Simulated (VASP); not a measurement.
CdS (Greenockite):

```xyz
4
Lattice="4.0939 0.0000 0.0000 -2.0470 3.5454 0.0000 0.0000 0.0000 6.6459" Properties=species:S:1:pos:R:3 pbc="T T T"
Cd    2.0470    1.1818    3.3230
Cd    0.0000    2.3636    0.0000
S     2.0470    1.1818    5.8152
S     0.0000    2.3636    2.4922
```

This cell differs from its parent crystal: volume scaled by 0.96.

Base run:

| Quantity | Value |
| --- | --- |
| Program | VASP 6.6.1 |
| Functional | PBEsol |
| Potentials or basis | VASP PAW PBE potentials, release 64 (Cd, S) |
| Cutoff | 520 eV |
| k mesh | 7 × 7 × 4 |
| Occupations | fermi-dirac, width 0.05 eV |
| Spin | no spin polarisation |

Its results: band gap on the k mesh 1.15 eV, direct; pressure 2.0 GPa; largest force 0.075 eV/Å.

Q: The run is repeated on the same cell with these changes: functional from PBEsol to RPBE; dispersion from none to D4. What comes out?

A: Band gap on the k mesh 1.48 eV, direct; pressure 2.8 GPa; largest force 0.084 eV/Å.

Several settings changed at once, so the effect can't be laid on one alone.

Caveats: the PAW data sets were made with another functional, which shifts forces and pressure a little.

